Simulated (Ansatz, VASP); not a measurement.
**Two plane-wave programs on SrO**

```
Sr O
1.0
     0.00000    2.56980    2.56980
     2.56980    0.00000    2.56980
     2.56980    2.56980    0.00000
Sr O
1 1
Direct
  0.98541 0.98541 0.01459
  0.50000 0.50000 0.50000
```

Change from the starting cell: all Sr atoms moved +0.075 Å, as atom 1 towards its neighbour atom 2 (O) at 2.570 Å.

Alike in both runs: task single point; functional PBE; k mesh 8 × 8 × 8; occupations gaussian, width 0.05 eV; no spin polarisation.

|  | VASP | Ansatz |
| --- | --- | --- |
| version | VASP 6.6.1 | Ansatz 0.2.0 |
| potentials or method | VASP PAW PBE potentials, release 64 (Sr_sv, O), cutoff 520 eV | scalar-relativistic, plane waves, PAW |
| valence electrons in the cell | 16 | 16 |

```tsv
	VASP	Ansatz	Ansatz less VASP
gap on the k mesh at the Fermi level (eV)	3.28	3.33	+0.049
least direct gap on the mesh (eV)	3.36	3.39	+0.038
pressure (GPa)	3.7	3.1	-0.60
traceless stress, the component that is largest in VASP (GPa)	0.44	0.41	-0.026
rms of the force components (eV/Å)	0.104	0.098	-0.0066
```

Atom by atom the forces differ by 0.007 eV/Å (rms over components). The functional is the same, so the differences come from potentials, cutoffs and numerics.
